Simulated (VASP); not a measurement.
# Mn (P6_3/mmc) in VASP: a series of runs

The runs below take Mn through single point, with PBE.

Everything below comes from runs of VASP 6.6.1. Logs are shortened: lines on timing, memory, paths and dates and some standing lists are left out, and cuts for length are marked.

## 1. The cell of the first run

It takes space group P6_3/mmc (No. 194, hexagonal). The conventional cell has a = 1.976 Å, b = 1.976 Å, c = 3.170 Å, α = 90.00°, β = 90.00°, γ = 120.00°. Mn (site symmetry -6m2) has 12 Mn at 1.95 to 1.98 Å within 2.6 Å.

## 2. Single point, PBE, collinear spin, ferromagnetic start

File INCAR:

```
  ALGO = Normal
  EDIFF = 1E-6
  ENCUT = 520
  GGA = PE
  ISIF = 2
  ISMEAR = -1
  ISPIN = 2
  LASPH = True
  LCHARG = True
  LELF = True
  LMAXMIX = 4
  LORBIT = 11
  LREAL = False
  LVHAR = True
  LWAVE = False
  MAGMOM = 2 4
  NBANDS = 24
  NELM = 150
  PREC = Accurate
  SIGMA = 0.1
```

File KPOINTS:

```
k-points
0
Gamma
  17 17 9
```

File POSCAR:

```
Mn
1.0
    1.9760216123      0.0000000000      0.0000000000
   -0.9880108061      1.7112849146      0.0000000000
    0.0000000000      0.0000000000      3.1700806417
Mn
2
Direct
    0.3333333333      0.6666666667      0.2500000000
    0.6666666667      0.3333333333      0.7500000000
```

Potentials or basis: VASP PAW PBE potentials, release 64 (Mn_pv).

Command:

```bash
> cat potpaw_PBE.64/Mn_pv/POTCAR > POTCAR
> mpirun -np 1 vasp_std > vasp.out
```

OUTCAR:

```text
EDIFF = 1E-6
   ENCUT = 520
   GGA = PE
   ISIF = 2
   ISMEAR = -1
   ISPIN = 2
   LASPH = True
   LORBIT = 11
   LREAL = False
   NELM = 150
   PREC = Accurate

 ion  position               nearest neighbor table
   1  0.333  0.667  0.250-   2 1.95   2 1.95   2 1.95   2 1.95   2 1.95   2 1.95   2 2.78   2 2.78
                             2 2.78   2 2.78   2 2.78   2 2.78
   2  0.667  0.333  0.750-   1 1.95   1 1.95   1 1.95   1 1.95   1 1.95   1 1.95   1 2.78   1 2.78
                             1 2.78   1 2.78   1 2.78   1 2.78

  LATTYP: Found a hexagonal cell.
 ALAT       =     1.9760216123
 C/A-ratio  =     1.6042742761

  Lattice vectors:

 A1 = (   1.9760216123,   0.0000000000,   0.0000000000)
 A2 = (  -0.9880108061,   1.7112849146,   0.0000000000)
 A3 = (   0.0000000000,   0.0000000000,   3.1700806417)

Analysis of symmetry for initial positions (statically):
=====================================================================
 Subroutine PRICEL returns:
 Original cell was already a primitive cell.

 Routine SETGRP: Setting up the symmetry group for a
 hexagonal supercell.

 Subroutine GETGRP returns: Found 24 space group operations
 (whereof 12 operations were pure point group operations)
 out of a pool of 24 trial point group operations.

The static configuration has the point symmetry D_3d.
 The point group associated with its full space group is D_6h.

Analysis of symmetry for dynamics (positions and initial velocities):
=====================================================================
 Subroutine PRICEL returns:
 Original cell was already a primitive cell.

 Routine SETGRP: Setting up the symmetry group for a
 hexagonal supercell.

 Subroutine GETGRP returns: Found 24 space group operations
 (whereof 12 operations were pure point group operations)
 out of a pool of 24 trial point group operations.

The dynamic configuration has the point symmetry D_3d.
 The point group associated with its full space group is D_6h.

Analysis of structural, dynamic, and magnetic symmetry:
=====================================================================
 Subroutine PRICEL returns:
 Original cell was already a primitive cell.

 Routine SETGRP: Setting up the symmetry group for a
 hexagonal supercell.

 Subroutine GETGRP returns: Found 12 space group operations
 (whereof  6 operations were pure point group operations)
 out of a pool of 24 trial point group operations.

The overall configuration has the point symmetry C_3v.
 The point group associated with its full space group is D_3h.

 Subroutine INISYM returns: Found 12 space group operations
 (whereof  6 operations are pure point group operations),
 and found     1 'primitive' translations

----------------------------------------------------------------------------------------

                                     Primitive cell

  volume of cell :      10.7197

  direct lattice vectors                    reciprocal lattice vectors
     1.976021612  0.000000000  0.000000000     0.506067339  0.292178115  0.000000000
    -0.988010806  1.711284915  0.000000000     0.000000000  0.584356229  0.000000000
     0.000000000  0.000000000  3.170080642     0.000000000  0.000000000  0.315449389

  length of vectors
     1.976021612  1.976021612  3.170080642     0.584356229  0.584356229  0.315449389

  position of ions in fractional coordinates (direct lattice)
     0.333333333  0.666666667  0.250000000
     0.666666667  0.333333333  0.750000000

  ion indices of the primitive-cell ions
   primitive index   ion index
                 1           1
                 2           2

----------------------------------------------------------------------------------------

 KPOINTS: k-points

Automatic generation of k-mesh.
 Grid dimensions read from file:
 generate k-points for:   17   17    9

 Generating k-lattice:

  Cartesian coordinates                     Fractional coordinates (reciprocal lattice)
     0.029768667  0.017186948  0.000000000     0.058823529  0.000000000  0.000000000
     0.000000000  0.034373896  0.000000000     0.000000000  0.058823529  0.000000000
     0.000000000  0.000000000  0.035049932     0.000000000  0.000000000  0.111111111

  Length of vectors
     0.034373896  0.034373896  0.035049932

  Shift w.r.t. Gamma in fractional coordinates (k-lattice)
     0.000000000  0.000000000  0.000000000

 Subroutine IBZKPT returns following result:
 ===========================================

 Found    165 irreducible k-points:

 Following reciprocal coordinates:
            Coordinates               Weight
  0.000000  0.000000  0.000000      1.000000
  0.058824  0.000000  0.000000      6.000000
  0.117647 -0.000000  0.000000      6.000000
  0.176471  0.000000  0.000000      6.000000
  0.235294 -0.000000  0.000000      6.000000
  0.294118  0.000000  0.000000      6.000000
[... 16 lines left out ...]
  0.411765  0.117647  0.000000     12.000000
  0.176471  0.176471  0.000000      6.000000
 [... further k-points ...]
   k-points           NKPTS =    165   k-points in BZ     NKDIM =    165   number of bands    NBANDS=     24
   number of dos      NEDOS =    301   number of ions     NIONS =      2
   total plane-waves  NPLWV =   6144
   dimension x,y,z NGX =    16 NGY =   16 NGZ =   24
   dimension x,y,z NGXF=    32 NGYF=   32 NGZF=   48
   ions per type =               2
   NGX,Y,Z   is equivalent  to a cutoff of  13.46, 13.46, 12.59 a.u.
   NGXF,Y,Z  is equivalent  to a cutoff of  26.92, 26.92, 25.17 a.u.
 SYSTEM =  unknown system
   PREC   = accura    normal or accurate (medium, high low for compatibility)
   ISTART =      0    job   : 0-new  1-cont  2-samecut
   ICHARG =      2    charge: 1-file 2-atom 10-const
   ISPIN  =      2    spin polarized calculation?
   LNONCOLLINEAR =      F non collinear calculations
   LSORBIT =      F    spin-orbit coupling
   LASPH  =      T    aspherical Exc in radial PAW
   ENCUT  =  520.0 eV  38.22 Ry    6.18 a.u.   3.67  3.67  5.89*2*pi/ulx,y,z
   NELM   =    150;   NELMIN=  2; NELMDL= -5     # of ELM steps
   EDIFF  = 0.1E-05   stopping-criterion for ELM
   LREAL  =      F    real-space projection
   EDIFFG = 0.1E-04   stopping-criterion for IOM
   NSW    =      0    number of steps for IOM
   IBRION =     -1    ionic relax: 0-MD 1-quasi-New 2-CG
   NFREE  =      0    steps in history (QN), initial steepest desc. (CG)
   ISIF   =      2    stress and relaxation
   ISYM   =      2    0-nonsym 1-usesym 2-fastsym
   POTIM  = 0.5000    time-step for ionic-motion
   TEBEG  =    0.0;   TEEND  =   0.0 temperature during run
   PSTRESS=    0.0 pullay stress
   NELECT =      26.0000    total number of electrons
   NUPDOWN=      -1.0000    fix difference up-down
   EMIN   =  10.00;   EMAX   =-10.00  energy-range for DOS
   EFERMI =   0.00;   METHOD = LEGACY
   ISMEAR =    -1;   SIGMA  =   0.10  broadening in eV -4-tet -1-fermi 0-gaus
   EFERMI_NEDOS =   21; number of points for ismear=-14 and -15
   IALGO  =     38    algorithm
   IMIX   =      4    mixing-type and parameters
     AMIX     =   0.40;   BMIX     =  1.00
     AMIX_MAG =   1.60;   BMIX_MAG =  1.00
  volume/ion in A,a.u.               =       5.36        36.17
  Fermi-wavevector in a.u.,A,eV,Ry     =   2.199570  4.156585 65.826474  4.838109
  Thomas-Fermi vector in A             =   3.162444
   LORBIT       =     11    0 simple, 1 ext, 2 COOP (PROOUT), +10 PAW based schemes
   GGA     = PE    functional components
   LHFCALC =     F    Hartree Fock is set to
   AEXX    =    0.0000 exact exchange contribution
   IVDW    =     0    specifies the selected vdW correction
   LEPSILON=     F    determine dielectric tensor
   LRPA    =     F    only Hartree local field effects (RPA)
 spin polarized calculation
  energy-cutoff  :      520.00
  volume of cell :       10.72
 maximum number of plane-waves:       300
 NGX is ok and might be reduce to    16
   NGX =  7   NGY =  7   NGZ = 11

 number of electron      26.0000006 magnetization       0.0000517

 number of electron      26.0000006 magnetization      -0.0000101

 Free energy of the ion-electron system (eV)
  ---------------------------------------------------
  ext. energy  EPLUGINS =         0.00000000
  ---------------------------------------------------
  free energy    TOTEN  =        -2.27674962 eV

  energy without entropy =       -2.24370294  energy(sigma->0) =       -2.26022628

 E-fermi :  24.1643     XC(G=0): -18.7609

 val. band max:       24.1294994988   @ k =   0.3529   0.0588   0.1111
 cond. band min:      24.1795991965   @ k =   0.3529   0.0000   0.1111
 fundamental gap:      0.0500996977
 Fermi energy:        24.1642826566

 spin component 1

 k-point     1 :       0.0000    0.0000    0.0000
  band No.  band energies     occupation
      1     -28.1861      1.00000
      2     -23.0183      1.00000
      3     -23.0183      1.00000
      4     -22.2880      1.00000
      5     -22.2880      1.00000
      6     -22.1701      1.00000
[... 16 lines left out ...]
     23      56.3196      0.00000
     24      56.4838      0.00000
[... 598 lines left out ...]
      2     -25.5410      1.00000
      3     -25.5033      1.00000
      4     -23.8589      1.00000
      5     -23.0901      1.00000
      6     -22.8649      1.00000
[... 16 lines left out ...]
     23      56.2097      0.00000
     24      56.5344      0.00000

 [... further k-points ...]

 spin component 2

 k-point     1 :       0.0000    0.0000    0.0000
  band No.  band energies     occupation
      1     -28.1861      1.00000
      2     -23.0183      1.00000
      3     -23.0183      1.00000
      4     -22.2880      1.00000
      5     -22.2880      1.00000
      6     -22.1701      1.00000
[... 16 lines left out ...]
     23      56.3196      0.00000
     24      56.4838      0.00000
[... 598 lines left out ...]
      2     -25.5410      1.00000
      3     -25.5033      1.00000
      4     -23.8589      1.00000
      5     -23.0901      1.00000
      6     -22.8649      1.00000
[... 16 lines left out ...]
     23      56.2097      0.00000
     24      56.5344      0.00000

 [... further k-points ...]
[... 5 lines left out ...]
  --------------------------------------------------------------------------------------
  -------------------------------------------------------------------------------------
  Total       57.5307224     57.5307224     58.0025277      0.0000000      0.0000000      0.0000000
  in kB     8598.5671584   8598.5671576   8669.0833773      0.0000003      0.0000000      0.0000000
  external PRESSURE =    8622.0725644 kB  Pullay stress =       0.0000000 kB

 VOLUME and BASIS-vectors are now :
 -----------------------------------------------------------------------------
  energy-cutoff  :      520.00
  volume of cell :       10.72
      direct lattice vectors                 reciprocal lattice vectors
     1.976021612  0.000000000  0.000000000     0.506067339  0.292178115  0.000000000
    -0.988010806  1.711284915  0.000000000     0.000000000  0.584356229  0.000000000
     0.000000000  0.000000000  3.170080642     0.000000000  0.000000000  0.315449389

 POSITION                                       TOTAL-FORCE (eV/Angst)
 -----------------------------------------------------------------------------------
     -0.00000      1.14086      0.79252        -0.000000      0.000000     -0.000000
      0.98801      0.57043      2.37756         0.000000      0.000000      0.000000
 -----------------------------------------------------------------------------------
    total drift:                                0.000000     -0.000000     -0.000000

  FREE ENERGIE OF THE ION-ELECTRON SYSTEM (eV)
  ---------------------------------------------------
  free  energy   TOTEN  =        -2.2767496169 eV

  energy  without entropy=       -2.2437029382  energy(sigma->0) =       -2.26022628

 total charge

# of ion       s       p       d       tot
------------------------------------------
    1        0.808   7.052   6.648  14.509
    2        0.808   7.052   6.648  14.509
--------------------------------------------------
tot          1.616  14.104  13.297  29.017

 magnetization (x)

# of ion       s       p       d       tot
------------------------------------------
    1        0.000   0.000   0.000   0.000
    2        0.000   0.000  -0.000  -0.000
--------------------------------------------------
tot          0.000   0.000  -0.000  -0.000
```

It took 32 s on 1 thread of Intel Xeon 6975P-C (Granite Rapids), shared host; peak memory 0.17 GiB.

The run converged, but its numbers aren't listed here, since they failed a check.

Caveat: the starting moments collapsed, and a magnetic state may lie lower.

## 3. Single point, PBE, collinear spin, ferromagnetic start (volume scaled by 0.58)

File INCAR:

```
PREC = Accurate
ENCUT = 520
EDIFF = 1E-7
ISMEAR = -1
SIGMA = 0.1
LREAL = False
LASPH = True
NELM = 150
ALGO = Normal
ISIF = 2
LWAVE = False
LCHARG = False
ISPIN = 2
MAGMOM = 3 3
LORBIT = 11
LMAXMIX = 4
GGA = PE
NBANDS = 24
```

File KPOINTS:

```
Automatic mesh
0
Gamma
  17 17 9
```

File POSCAR:

```
Mn
1.0
    2.0745695400      0.0000000000      0.0000000000
   -1.0372847700      1.7966299236      0.0000000000
    0.0000000000      0.0000000000      3.3362277144
Mn
2
Direct
    0.3333333333      0.6666666667      0.2500000000
    0.6666666667      0.3333333333      0.7500000000
```

Potentials or basis: VASP PAW PBE potentials, release 64 (Mn_pv).

Command:

```bash
> cat potpaw_PBE.64/Mn_pv/POTCAR > POTCAR
> mpirun -np 1 vasp_std > vasp.out
```

Wall time 39 s (1 thread of Intel Xeon 6975P-C (Granite Rapids), shared host); peak memory 0.18 GiB.

The run converged. Its results:

| Quantity | Value |
| --- | --- |
| Free energy | -9.3308 eV |
| Pressure | 493.4 GPa |
| Band gap on the k mesh | zero (filled and empty bands overlap) |
| Net moment | 0.00 μB per cell |

Stress tensor (GPa, compression positive):
```
492.84   0.00   0.00
  0.00 492.84   0.00
  0.00   0.00 494.44
```

Levels at points of the mesh, in eV from the Fermi level:
Spin up:
```tsv
k point	band 11	band 12	band 13	band 14	band 15	band 16
(0.00, 0.00, 0.00)	-2.32	-1.32	-1.32	-0.28	-0.28	3.14
```
Spin down:
| k point | band 11 | band 12 | band 13 | band 14 | band 15 | band 16 |
| --- | --- | --- | --- | --- | --- | --- |
| (0.00, 0.00, 0.00) | -2.32 | -1.32 | -1.32 | -0.28 | -0.28 | 3.14 |

Caveat: the starting moments collapsed, and a magnetic state may lie lower.

## 4. Single point, PBE, collinear spin, ferromagnetic start (volume scaled by 0.68)

File INCAR:

```
SYSTEM = Mn
  PREC = Accurate
  ENCUT = 520
  EDIFF = 1E-6
  ISMEAR = -1
  SIGMA = 0.1
  LREAL = .False.
  LASPH = .True.
  NELM = 150
  ALGO = Normal
  ISIF = 2
  LWAVE = .False.
  LCHARG = .True.
  ISPIN = 2
  MAGMOM = 3 3
  LORBIT = 11
  LMAXMIX = 4
  GGA = PE
  LELF = .True.
  LVHAR = .True.
  NBANDS = 24
```

File KPOINTS:

```
Automatic mesh
0
Gamma
  17 17 9
  0 0 0
```

File POSCAR:

```
Mn
1.0
    2.1857254078      0.0000000000      0.0000000000
   -1.0928627039      1.8928937288      0.0000000000
    0.0000000000      0.0000000000      3.5237200499
Mn
2
Direct
    0.3333333333      0.6666666667      0.2500000000
    0.6666666667      0.3333333333      0.7500000000
```

Command:

```bash
> cat potpaw_PBE.64/Mn_pv/POTCAR > POTCAR
> mpirun -np 1 vasp_std > vasp.out
```

Run time: 36 s. Hardware: 1 thread of Intel Xeon 6975P-C (Granite Rapids), shared host; peak memory 0.19 GiB.

Results (log left out):

```
Free energy            : -14.1323 eV
Pressure               : 250.1 GPa
Band gap on the k mesh : zero (filled and empty bands overlap)
Net moment             : 0.00 μB per cell
```

Stress tensor (GPa, compression positive):
```
250.00   0.00   0.00
  0.00 250.00   0.00
  0.00   0.00 250.41
```

Levels at points of the mesh, in eV from the Fermi level:
Spin up:
```tsv
k point	band 10	band 11	band 12	band 13	band 14	band 15	band 16	band 17
(0.00, 0.00, 0.00)	-1.81	-1.76	-0.94	-0.94	-0.08	-0.08	2.08	2.66
```
Spin down:
```csv
k point,band 9,band 10,band 11,band 12,band 13,band 14,band 15,band 16,band 17,band 18
"(0.00, 0.00, 0.00)",-1.81,-1.81,-1.76,-0.94,-0.94,-0.08,-0.08,2.08,2.66,2.66
```

Caveat: the starting moments collapsed, and a magnetic state may lie lower.

## 5. Single point, PBE, collinear spin, ferromagnetic start (volume scaled by 0.68)

File INCAR:

```
  PREC = Accurate
  ENCUT = 520
  EDIFF = 1E-6
  ISMEAR = -1
  SIGMA = 0.1
  LREAL = F
  LASPH = T
  NELM = 150
  ALGO = Normal
  ISIF = 2
  LWAVE = F
  LCHARG = F
  ISPIN = 2
  MAGMOM = 3 3
  LORBIT = 11
  LMAXMIX = 4
  GGA = PE
  NBANDS = 24
```

File KPOINTS:

```
Automatic mesh
0
Gamma
  17 17 9
```

POSCAR is that of step 4.

Command:

```bash
> cat potpaw_PBE.64/Mn_pv/POTCAR > POTCAR
> mpirun -np 1 vasp_std > vasp.out
```

Run time: 36 s. Hardware: 1 thread of Intel Xeon 6975P-C (Granite Rapids), shared host; peak memory 0.19 GiB.

It converged, with:

```yaml
Free_energy: -14.1323 eV
Pressure: 250.1 GPa
Band_gap_on_the_k_mesh: zero (filled and empty bands overlap)
Net_moment: 0.00 μB per cell
```

Stress tensor (GPa, compression positive):
```
250.00   0.00   0.00
  0.00 250.00   0.00
  0.00   0.00 250.41
```

Levels at points of the mesh, in eV from the Fermi level:
Spin up:
| k point | band 9 | band 10 | band 11 | band 12 | band 13 | band 14 | band 15 | band 16 | band 17 | band 18 |
| --- | --- | --- | --- | --- | --- | --- | --- | --- | --- | --- |
| (0.00, 0.00, 0.00) | -1.81 | -1.81 | -1.76 | -0.94 | -0.94 | -0.08 | -0.08 | 2.08 | 2.66 | 2.66 |
Spin down:
| k point | band 10 | band 11 | band 12 | band 13 | band 14 | band 15 | band 16 | band 17 |
| --- | --- | --- | --- | --- | --- | --- | --- | --- |
| (0.00, 0.00, 0.00) | -1.81 | -1.76 | -0.94 | -0.94 | -0.08 | -0.08 | 2.08 | 2.66 |

Caveat: the starting moments collapsed, and a magnetic state may lie lower.

## 6. Single point, PBE, collinear spin, ferromagnetic start (volume scaled by 0.78)

File INCAR:

```
  ALGO = Normal
  EDIFF = 1E-6
  ENCUT = 520
  GGA = PE
  ISIF = 2
  ISMEAR = -1
  ISPIN = 2
  LASPH = True
  LCHARG = True
  LELF = True
  LMAXMIX = 4
  LORBIT = 11
  LREAL = False
  LVHAR = True
  LWAVE = False
  MAGMOM = 3 3
  NBANDS = 24
  NELM = 150
  PREC = Accurate
  SIGMA = 0.1
```

File KPOINTS:

```
k-points
0
Gamma
  17 17 9
```

File POSCAR:

```
Mn
1.0
    2.2868463892      0.0000000000      0.0000000000
   -1.1434231946      1.9804670676      0.0000000000
    0.0000000000      0.0000000000      3.6923622505
Mn
2
Direct
    0.3333333333      0.6666666667      0.2500000000
    0.6666666667      0.3333333333      0.7500000000
```

Potentials or basis: VASP PAW PBE potentials, release 64 (Mn_pv).

Command:

```bash
> cat potpaw_PBE.64/Mn_pv/POTCAR > POTCAR
> mpirun -np 1 vasp_std > vasp.out
```

Wall time 53 s (1 thread of Intel Xeon 6975P-C (Granite Rapids), shared host); peak memory 0.2 GiB.

The run converged. Its results:

| Property | Result |
| --- | --- |
| Free energy | -16.5230 eV |
| Pressure | 119.9 GPa |
| Band gap on the k mesh | zero (filled and empty bands overlap) |
| Net moment | 0.00 μB per cell |
| Valence electrons inside the program's atomic spheres | Mn 12.63 |

Levels at points of the mesh, in eV from the Fermi level:
Spin up:
```
           k point  band 9  band 10  band 11  band 12  band 13  band 14  band 15  band 16  band 17  band 18
(0.00, 0.00, 0.00)   -1.43    -1.43    -1.41    -0.73    -0.73     0.00     0.00     1.40     2.24     2.24
```
Spin down:
```
           k point  band 10  band 11  band 12  band 13  band 14  band 15  band 16  band 17
(0.00, 0.00, 0.00)    -1.43    -1.41    -0.73    -0.73     0.00     0.00     1.40     2.24
```

Caveat: the starting moments collapsed, and a magnetic state may lie lower.
